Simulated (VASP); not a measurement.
# TiC (Fm-3m) in VASP: a series of runs

TiC is run at these levels: PBE; tasks: single point, relaxation of cell and atoms.

Everything below comes from runs of VASP 6.6.1. Logs are shortened: lines on timing, memory, paths and dates and some standing lists are left out, and cuts for length are marked.

**1. The cell of the first run**

It takes space group Fm-3m (No. 225, cubic). Conventional cell: a = 4.333 Å, b = 4.333 Å, c = 4.333 Å, α = 90.00°, β = 90.00°, γ = 90.00°. Within 2.9 Å of Ti (site symmetry m-3m) lie 6 C at 2.17 Å. C (site symmetry m-3m) has 6 Ti at 2.17 Å within 2.9 Å.

**2. Single point, PBE**

INCAR

```
PREC = Accurate
ENCUT = 600
EDIFF = 1E-6
ISMEAR = 0
SIGMA = 0.1
LREAL = False
LASPH = True
NELM = 120
ALGO = Normal
ISIF = 2
LWAVE = False
LCHARG = True
GGA = PE
LELF = True
LVHAR = True
NBANDS = 15
GGA_COMPAT = False
```

KPOINTS

```
regular mesh
0
Gamma
  7 7 7
```

POSCAR

```
TiC
1.0
    0.0000000000      2.1666998769      2.1666998769
    2.1666998769      0.0000000000      2.1666998769
    2.1666998769      2.1666998769      0.0000000000
Ti C
1 1
Direct
    0.0000000000      0.0000000000      0.0000000000
    0.5000000000      0.5000000000      0.5000000000
```

Potentials or basis: VASP PAW PBE potentials, release 64 (Ti_sv, C).

Command:

```
$ cat potpaw_PBE.64/Ti_sv/POTCAR potpaw_PBE.64/C/POTCAR > POTCAR
$ mpirun -np 1 vasp_std > vasp.out
```

OUTCAR:

```text
PREC = Accurate
   ENCUT = 600
   EDIFF = 1E-6
   ISMEAR = 0
   LREAL = False
   LASPH = True
   NELM = 120
   ISIF = 2
   GGA = PE

 ion  position               nearest neighbor table
   1  0.000  0.000  0.000-   2 2.17   2 2.17   2 2.17   2 2.17   2 2.17   2 2.17
   2  0.500  0.500  0.500-   1 2.17   1 2.17   1 2.17   1 2.17   1 2.17   1 2.17

  LATTYP: Found a face centered cubic cell.
 ALAT       =     4.3333997538

  Lattice vectors:

 A1 = (   0.0000000000,   2.1666998769,   2.1666998769)
 A2 = (   2.1666998769,   0.0000000000,   2.1666998769)
 A3 = (   2.1666998769,   2.1666998769,   0.0000000000)

Analysis of symmetry for initial positions (statically):
=====================================================================
 Subroutine PRICEL returns:
 Original cell was already a primitive cell.

 Routine SETGRP: Setting up the symmetry group for a
 face centered cubic supercell.

 Subroutine GETGRP returns: Found 48 space group operations
 (whereof 48 operations were pure point group operations)
 out of a pool of 48 trial point group operations.

The static configuration has the point symmetry O_h .

Analysis of symmetry for dynamics (positions and initial velocities):
=====================================================================
 Subroutine PRICEL returns:
 Original cell was already a primitive cell.

 Routine SETGRP: Setting up the symmetry group for a
 face centered cubic supercell.

 Subroutine GETGRP returns: Found 48 space group operations
 (whereof 48 operations were pure point group operations)
 out of a pool of 48 trial point group operations.

The dynamic configuration has the point symmetry O_h .

 Subroutine INISYM returns: Found 48 space group operations
 (whereof 48 operations are pure point group operations),
 and found     1 'primitive' translations

----------------------------------------------------------------------------------------

                                     Primitive cell

  volume of cell :      20.3435

  direct lattice vectors                    reciprocal lattice vectors
     0.000000000  2.166699877  2.166699877    -0.230765694  0.230765694  0.230765694
     2.166699877  0.000000000  2.166699877     0.230765694 -0.230765694  0.230765694
     2.166699877  2.166699877  0.000000000     0.230765694  0.230765694 -0.230765694

  length of vectors
     3.064176352  3.064176352  3.064176352     0.399697906  0.399697906  0.399697906

  position of ions in fractional coordinates (direct lattice)
     0.000000000  0.000000000  0.000000000
     0.500000000  0.500000000  0.500000000

  ion indices of the primitive-cell ions
   primitive index   ion index
                 1           1
                 2           2

----------------------------------------------------------------------------------------

 KPOINTS: regular mesh

Automatic generation of k-mesh.
 Grid dimensions read from file:
 generate k-points for:    7    7    7

 Generating k-lattice:

  Cartesian coordinates                     Fractional coordinates (reciprocal lattice)
    -0.032966528  0.032966528  0.032966528     0.142857143  0.000000000  0.000000000
     0.032966528 -0.032966528  0.032966528     0.000000000  0.142857143  0.000000000
     0.032966528  0.032966528 -0.032966528     0.000000000  0.000000000  0.142857143

  Length of vectors
     0.057099701  0.057099701  0.057099701

  Shift w.r.t. Gamma in fractional coordinates (k-lattice)
     0.000000000  0.000000000  0.000000000

 Subroutine IBZKPT returns following result:
 ===========================================

 Found     20 irreducible k-points:

 Following reciprocal coordinates:
            Coordinates               Weight
  0.000000  0.000000  0.000000      1.000000
  0.142857  0.000000  0.000000      8.000000
  0.285714  0.000000  0.000000      8.000000
  0.428571  0.000000  0.000000      8.000000
  0.142857  0.142857  0.000000      6.000000
  0.285714  0.142857  0.000000     24.000000
[... 12 lines left out ...]
 -0.428571  0.428571  0.142857     24.000000
 -0.285714  0.428571  0.142857     24.000000
   k-points           NKPTS =     20   k-points in BZ     NKDIM =     20   number of bands    NBANDS=     15
   number of dos      NEDOS =    301   number of ions     NIONS =      2
   total plane-waves  NPLWV =  13824
   dimension x,y,z NGX =    24 NGY =   24 NGZ =   24
   dimension x,y,z NGXF=    48 NGYF=   48 NGZF=   48
   ions per type =               1   1
   NGX,Y,Z   is equivalent  to a cutoff of  13.02, 13.02, 13.02 a.u.
   NGXF,Y,Z  is equivalent  to a cutoff of  26.04, 26.04, 26.04 a.u.
 SYSTEM =  unknown system
   PREC   = accura    normal or accurate (medium, high low for compatibility)
   ISTART =      0    job   : 0-new  1-cont  2-samecut
   ICHARG =      2    charge: 1-file 2-atom 10-const
   ISPIN  =      1    spin polarized calculation?
   LNONCOLLINEAR =      F non collinear calculations
   LSORBIT =      F    spin-orbit coupling
   LASPH  =      T    aspherical Exc in radial PAW
   ENCUT  =  600.0 eV  44.10 Ry    6.64 a.u.   6.12  6.12  6.12*2*pi/ulx,y,z
   NELM   =    120;   NELMIN=  2; NELMDL= -5     # of ELM steps
   EDIFF  = 0.1E-05   stopping-criterion for ELM
   LREAL  =      F    real-space projection
   EDIFFG = 0.1E-04   stopping-criterion for IOM
   NSW    =      0    number of steps for IOM
   IBRION =     -1    ionic relax: 0-MD 1-quasi-New 2-CG
   NFREE  =      0    steps in history (QN), initial steepest desc. (CG)
   ISIF   =      2    stress and relaxation
   ISYM   =      2    0-nonsym 1-usesym 2-fastsym
   POTIM  = 0.5000    time-step for ionic-motion
   TEBEG  =    0.0;   TEEND  =   0.0 temperature during run
   PSTRESS=    0.0 pullay stress
   NELECT =      16.0000    total number of electrons
   NUPDOWN=      -1.0000    fix difference up-down
   EMIN   =  10.00;   EMAX   =-10.00  energy-range for DOS
   EFERMI =   0.00;   METHOD = LEGACY
   ISMEAR =     0;   SIGMA  =   0.10  broadening in eV -4-tet -1-fermi 0-gaus
   EFERMI_NEDOS =   21; number of points for ismear=-14 and -15
   IALGO  =     38    algorithm
   IMIX   =      4    mixing-type and parameters
     AMIX     =   0.40;   BMIX     =  1.00
     AMIX_MAG =   1.60;   BMIX_MAG =  1.00
  volume/ion in A,a.u.               =      10.17        68.64
  Fermi-wavevector in a.u.,A,eV,Ry     =   1.511145  2.855650 31.069699  2.283558
  Thomas-Fermi vector in A             =   2.621241
   LORBIT       =      0    0 simple, 1 ext, 2 COOP (PROOUT), +10 PAW based schemes
   GGA     = PE    functional components
   LHFCALC =     F    Hartree Fock is set to
   AEXX    =    0.0000 exact exchange contribution
   IVDW    =     0    specifies the selected vdW correction
   LEPSILON=     F    determine dielectric tensor
   LRPA    =     F    only Hartree local field effects (RPA)
 non-spin polarized calculation
 Gauss-broadening in eV      SIGMA  =   0.10
  energy-cutoff  :      600.00
  volume of cell :       20.34
 maximum number of plane-waves:       688
   NGX = 13   NGY = 13   NGZ = 13

 number of electron      16.0000000 magnetization

 Free energy of the ion-electron system (eV)
  ---------------------------------------------------
  ext. energy  EPLUGINS =         0.00000000
  ---------------------------------------------------
  free energy    TOTEN  =       -18.70472145 eV

  energy without entropy =      -18.70100317  energy(sigma->0) =      -18.70286231

 E-fermi :   9.3122     XC(G=0): -12.6901

 val. band max:        9.2992797489   @ k =   0.1429   0.1429   0.0000
 cond. band min:       9.5603531156   @ k =   0.1429   0.1429   0.0000
 fundamental gap:      0.2610733668
 Fermi energy:         9.3121517901

 k-point     1 :       0.0000    0.0000    0.0000
  band No.  band energies     occupation
      1     -47.2016      2.00000
      2     -23.2267      2.00000
      3     -23.2267      2.00000
      4     -23.2267      2.00000
      5      -2.9892      2.00000
      6      10.0864      0.00000
      7      10.0864      0.00000
      8      10.0864      0.00000
      9      11.0789      0.00000
     10      11.0789      0.00000
     11      11.0789      0.00000
     12      11.1027      0.00000
     13      11.1027      0.00000
     14      19.8634      0.00000
     15      23.4230      0.00000

 k-point     2 :       0.1429    0.0000    0.0000
  band No.  band energies     occupation
      1     -47.1880      2.00000
      2     -23.3224      2.00000
      3     -23.2357      2.00000
      4     -23.2357      2.00000
      5      -2.5384      2.00000
      6       8.4868      2.00000
      7       8.8889      2.00000
      8       8.8889      2.00000
      9      10.5693      0.00000
     10      10.5693      0.00000
     11      11.7248      0.00000
     12      13.4596      0.00000
     13      13.4596      0.00000
     14      20.5316      0.00000
     15      23.4640      0.00000

 k-point     3 :       0.2857    0.0000    0.0000
  band No.  band energies     occupation
      1     -47.1575      2.00000
      2     -23.5324      2.00000
      3     -23.2559      2.00000
      4     -23.2559      2.00000
      5      -1.3289      2.00000
      6       6.0616      2.00000
      7       7.3952      2.00000
      8       7.3952      2.00000
      9      11.3852      0.00000
     10      11.3852      0.00000
     11      12.4068      0.00000
     12      15.7568      0.00000
     13      15.7568      0.00000
     14      20.0363      0.00000
     15      24.1501      0.00000
[... 271 lines left out ...]
 k-point    19 :      -0.4286    0.4286    0.1429
  band No.  band energies     occupation
      1     -47.1092      2.00000
      2     -23.6055      2.00000
      3     -23.4348      2.00000
      4     -23.3819      2.00000
      5      -0.3648      2.00000
      6       5.7513      2.00000
      7       6.8813      2.00000
      8       7.5707      2.00000
      9      10.8062      0.00000
     10      12.7466      0.00000
     11      13.0250      0.00000
     12      13.6463      0.00000
     13      15.3873      0.00000
     14      22.6796      0.00000
     15      23.4981      0.00000

 k-point    20 :      -0.2857    0.4286    0.1429
  band No.  band energies     occupation
      1     -47.1071      2.00000
      2     -23.5452      2.00000
      3     -23.5239      2.00000
      4     -23.3716      2.00000
      5      -0.0818      2.00000
      6       5.8377      2.00000
      7       6.1697      2.00000
      8       7.0815      2.00000
      9      11.7214      0.00000
     10      12.3235      0.00000
     11      13.0848      0.00000
     12      14.6656      0.00000
     13      14.9302      0.00000
     14      22.6296      0.00000
     15      23.2457      0.00000

------------------------ aborting loop because EDIFF is reached ----------------------------------------

  FORCE on cell =-STRESS in cart. coord.  units (eV):
  Direction    XX          YY          ZZ          XY          YZ          ZX
  --------------------------------------------------------------------------------------
  -------------------------------------------------------------------------------------
  Total        0.0118598      0.0118598      0.0118598      0.0000000      0.0000000     -0.0000000
  in kB        0.9340316      0.9340316      0.9340316      0.0000000      0.0000000     -0.0000000
  external PRESSURE =       0.9340316 kB  Pullay stress =       0.0000000 kB

 VOLUME and BASIS-vectors are now :
 -----------------------------------------------------------------------------
  energy-cutoff  :      600.00
  volume of cell :       20.34
      direct lattice vectors                 reciprocal lattice vectors
     0.000000000  2.166699877  2.166699877    -0.230765694  0.230765694  0.230765694
     2.166699877  0.000000000  2.166699877     0.230765694 -0.230765694  0.230765694
     2.166699877  2.166699877  0.000000000     0.230765694  0.230765694 -0.230765694

 POSITION                                       TOTAL-FORCE (eV/Angst)
 -----------------------------------------------------------------------------------
      0.00000      0.00000      0.00000         0.000000     -0.000000     -0.000000
      2.16670      2.16670      2.16670        -0.000000      0.000000      0.000000
 -----------------------------------------------------------------------------------
    total drift:                                0.000000     -0.000000     -0.000000

  FREE ENERGIE OF THE ION-ELECTRON SYSTEM (eV)
  ---------------------------------------------------
  free  energy   TOTEN  =       -18.7047214539 eV

  energy  without entropy=      -18.7010031713  energy(sigma->0) =      -18.70286231
```

It took 5.7 s on 1 thread of Intel Xeon Platinum 8375C at 2.90GHz (Ice Lake), shared host; peak memory 0.14 GiB.

What came out:

| Property | Result |
| --- | --- |
| Free energy | -18.7047 eV |
| Pressure | 0.1 GPa |
| Band gap on the k mesh | zero (band 8 reaches 10.09 eV, above the bottom of band 9 at 9.00 eV) |

[end of part 1 of 2]
